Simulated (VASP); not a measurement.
**SrTiO3 (Tausonite): single point with PBE**

The system is SrTiO3 (Tausonite).

```
CELL_PARAMETERS angstrom
4.01362 0.00000 0.00000
0.00000 4.01362 0.00000
0.00000 0.00000 4.01362
ATOMIC_POSITIONS crystal
Sr 0.50000 0.50000 0.50000
Ti 0.00000 0.00000 0.00000
O 0.50000 0.00000 0.00000
O 0.00000 0.50000 0.00000
O 0.00000 0.00000 0.50000
```

This cell differs from its parent crystal: volume changed by +6%.

```
Program                : VASP 6.6.1
Task                   : single point
Functional             : PBE
Potentials or basis    : VASP PAW PBE potentials, release 64 (Sr_sv, Ti_sv, O)
Cutoff                 : 520 eV
k mesh                 : 6 × 6 × 6
Occupations            : gaussian, width 0.01 eV
Spin                   : no spin polarisation
Dipole correction      : no
Further INCAR settings : ALGO = Normal; EDIFF = 1e-06; NBANDS = 28
```

The pressure is -8.2 GPa and the band gap on the k mesh is 1.70 eV, indirect (least direct gap 2.09 eV).

Levels at points of the mesh, in eV from the valence-band top:
| k point | band 18 | band 19 | band 20 | band 21 | band 22 | band 23 |
| --- | --- | --- | --- | --- | --- | --- |
| (0.00, 0.00, 0.00) | -0.39 | -0.39 | -0.39 | 1.70 | 1.70 | 1.70 |
| (0.50, 0.00, 0.00) | -1.75 | -0.73 | -0.73 | 1.83 | 3.37 | 3.37 |
| (0.50, 0.50, 0.00) | -1.48 | -1.48 | -0.08 | 3.37 | 3.37 | 3.79 |
| (0.50, 0.50, 0.50) | 0.00 | 0.00 | 0.00 | 3.96 | 3.96 | 3.96 |

Run time: 26 s on 1 thread of Intel(R) Xeon(R) 6975P-C (Granite Rapids), with other jobs on the host, peak memory 0.18 GiB.

 A k mesh can miss the band edges.
